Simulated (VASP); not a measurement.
# Si4Cl (P6/mmm) in VASP: notebook, part 2 of 2

VASP 6.6.1. The steps go on from the part before.

**3. Relaxation of cell and atoms, PBE**

This run uses another cell than the first one, of 22.44 Å³/atom, 1.044 times its volume.

INCAR

```
SYSTEM = Si4Cl
PREC = Accurate
ENCUT = 600
EDIFF = 1E-7
ISMEAR = 0
SIGMA = 0.1
LREAL = .FALSE.
LASPH = .TRUE.
NELM = 80
ALGO = Normal
ISIF = 3
LWAVE = .FALSE.
LCHARG = .FALSE.
GGA = PE
IBRION = 2
NSW = 100
EDIFFG = -0.01
```

KPOINTS

```
Automatic mesh
0
G
  12 12 6
  0 0 0
```

POSCAR

```
Si4Cl
1.0
    4.1941741110      0.0000000000      0.0000000000
   -2.0970870555      3.6322613280      0.0000000000
    0.0000000000      0.0000000000      7.3652752782
Si Cl
4 1
Direct
    0.3333333333      0.6666666667      0.0000000000
    0.6666666667      0.3333333333      0.0000000000
    0.0000000000      0.0000000000      0.8266112640
    0.0000000000      0.0000000000      0.1733887360
    0.0000000000      0.0000000000      0.5000000000
```

Potentials or basis: VASP PAW PBE potentials, release 64 (Si, Cl).

The run is started by

```console
> cat potpaw_PBE.64/Si/POTCAR potpaw_PBE.64/Cl/POTCAR > POTCAR
> mpirun -np 1 vasp_std > vasp.out
```

OUTCAR:

```text
SYSTEM = Si4Cl
   PREC = Accurate
   ENCUT = 600
   EDIFF = 1E-7
   ISMEAR = 0
   LREAL = .FALSE.
   LASPH = .TRUE.
   NELM = 80
   ISIF = 3
   GGA = PE
   IBRION = 2
   NSW = 100
   EDIFFG = -0.01

 ion  position               nearest neighbor table
   1  0.333  0.667  0.000-   2 2.42   2 2.42   2 2.42   4 2.74   3 2.74   4 2.74   3 2.74   4 2.74
                             3 2.74
   2  0.667  0.333  0.000-   1 2.42   1 2.42   1 2.42   4 2.74   3 2.74   3 2.74   4 2.74   3 2.74
                             4 2.74
   3  0.000  0.000  0.827-   5 2.41   4 2.55   1 2.74   2 2.74   1 2.74   2 2.74   2 2.74   1 2.74

   4  0.000  0.000  0.173-   5 2.41   3 2.55   1 2.74   2 2.74   1 2.74   2 2.74   2 2.74   1 2.74

   5  0.000  0.000  0.500-   3 2.41   4 2.41

  LATTYP: Found a hexagonal cell.
 ALAT       =     4.1941741110
 C/A-ratio  =     1.7560728485

  Lattice vectors:

 A1 = (   4.1941741110,   0.0000000000,   0.0000000000)
 A2 = (  -2.0970870555,   3.6322613280,   0.0000000000)
 A3 = (   0.0000000000,   0.0000000000,   7.3652752782)

Analysis of symmetry for initial positions (statically):
=====================================================================
 Subroutine PRICEL returns:
 Original cell was already a primitive cell.

[... 186 lines left out ...]
  in kB       -3.3274426     -3.3274426      8.2187138      0.0000000      0.0000000      0.0000000
  external PRESSURE =       0.5212762 kB  Pullay stress =       0.0000000 kB
[... 104 lines left out ...]
--------------------------------------- Ionic step        4  -------------------------------------------

 number of electron      23.0000001 magnetization

 Free energy of the ion-electron system (eV)
  ---------------------------------------------------
  ext. energy  EPLUGINS =         0.00000000
  ---------------------------------------------------
  free energy    TOTEN  =       -21.51853560 eV

  energy without entropy =      -21.50776243  energy(sigma->0) =      -21.51314902

 E-fermi :   4.5564     XC(G=0):  -8.7404

 val. band max:        4.5218588472   @ k =   0.1667   0.0000   0.3333
 cond. band min:       4.5923788430   @ k =   0.3333   0.2500   0.1667
 fundamental gap:      0.0705199958
 Fermi energy:         4.5563555112

 k-point     1 :       0.0000    0.0000    0.0000
  band No.  band energies     occupation
      1     -11.4123      2.00000
      2      -8.6772      2.00000
      3      -4.1132      2.00000
      4      -0.0751      2.00000
      5       1.1342      2.00000
      6       1.1739      2.00000
      7       1.1739      2.00000
      8       1.6076      2.00000
      9       1.6076      2.00000
     10       2.1099      2.00000
     11       2.1099      2.00000
     12       3.3810      2.00000
     13       3.5764      2.00000
     14       5.9224      0.00000
[... 401 lines left out ...]
      2      -7.5032      2.00000
      3      -3.9402      2.00000
      4      -3.2568      2.00000
      5      -0.6068      2.00000
      6      -0.4464      2.00000
      7       0.1769      2.00000
      8       0.7718      2.00000
      9       1.2870      2.00000
     10       2.1114      2.00000
     11       3.9064      2.00000
     12       4.9995      0.00000
     13       6.1634      0.00000
     14       6.1719      0.00000
     15       6.9594      0.00000

 [... further k-points ...]
[... 5 lines left out ...]
  --------------------------------------------------------------------------------------
  -------------------------------------------------------------------------------------
  Total        0.0278698      0.0278698     -0.0385059     -0.0000000     -0.0000000      0.0000000
  in kB        0.3989196      0.3989196     -0.5511614     -0.0000000     -0.0000000      0.0000000
  external PRESSURE =       0.0822259 kB  Pullay stress =       0.0000000 kB
[... 20 lines left out ...]
  FREE ENERGIE OF THE ION-ELECTRON SYSTEM (eV)
  ---------------------------------------------------
  free  energy   TOTEN  =       -21.5185356034 eV

  energy  without entropy=      -21.5077624282  energy(sigma->0) =      -21.51314902

 reached required accuracy - stopping structural energy minimisation
```

CONTCAR:

```text
Si4Cl
   1.00000000000000
     4.1663198184246699   -0.0000000000000000    0.0000000000000000
    -2.0831599092123350    3.6081388030257382   -0.0000000000000000
     0.0000000000000000    0.0000000000000000    7.4459947783321967
  Si              Cl
     4     1
Direct
     0.3333333332999970    0.6666666667000030    0.0000000000000000
     0.6666666667000030    0.3333333332999970    1.0000000000000000
     0.0000000000000000    0.0000000000000000    0.8244093816800792
     0.0000000000000000    1.0000000000000000    0.1755906183199208
     1.0000000000000000    0.0000000000000000    0.5000000000000000

  0.00000000E+00  0.00000000E+00  0.00000000E+00
  0.00000000E+00  0.00000000E+00  0.00000000E+00
  0.00000000E+00  0.00000000E+00  0.00000000E+00
  0.00000000E+00  0.00000000E+00  0.00000000E+00
  0.00000000E+00  0.00000000E+00  0.00000000E+00
```

Run time: 4.1 min. Hardware: 1 thread of Intel Xeon 6975P-C (Granite Rapids), shared host; peak memory 0.35 GiB.

Results:

* Free energy: -21.5185 eV
* Relaxed volume: 22.39 Å³/atom
* Relaxed cell: a = 4.166 Å, b = 4.166 Å, c = 7.446 Å, α = 90.00°, β = 90.00°, γ = 120.00°
* Space group after relaxing (to 0.05 Å): P6/mmm (No. 191)
* Energy gained by relaxing: 1.4 meV/atom
* Ionic steps: 4
* Pressure after relaxing: 0.0 GPa
* Largest force after relaxing: 0.008 eV/Å

Forces in eV/Å, atoms in the order of the input:
```
Si   0.000  0.000  0.000
Si   0.000  0.000  0.000
Si   0.000  0.000 -0.008
Si   0.000  0.000  0.008
Cl   0.000  0.000  0.000
```

The path:
```csv
step,energy change (eV),largest force (eV/Å),pressure (GPa),volume (Å³)
1,0.0000,0.1023,0.05,112.21
2,-0.0043,0.1000,-0.07,112.32
3,-0.0064,0.0738,-0.20,112.45
4,-0.0071,0.0076,0.01,111.93
```

Final structure:
```
CELL_PARAMETERS angstrom
4.16632 0.00000 0.00000
-2.08316 3.60814 0.00000
0.00000 0.00000 7.44599
ATOMIC_POSITIONS crystal
Si 0.33333 0.66667 0.00000
Si 0.66667 0.33333 0.00000
Si 0.00000 0.00000 0.82441
Si 0.00000 0.00000 0.17559
Cl 0.00000 0.00000 0.50000
```

Caveat: an odd number of electrons without spin polarisation forces a metal; a magnetic or distorted state may lie lower.
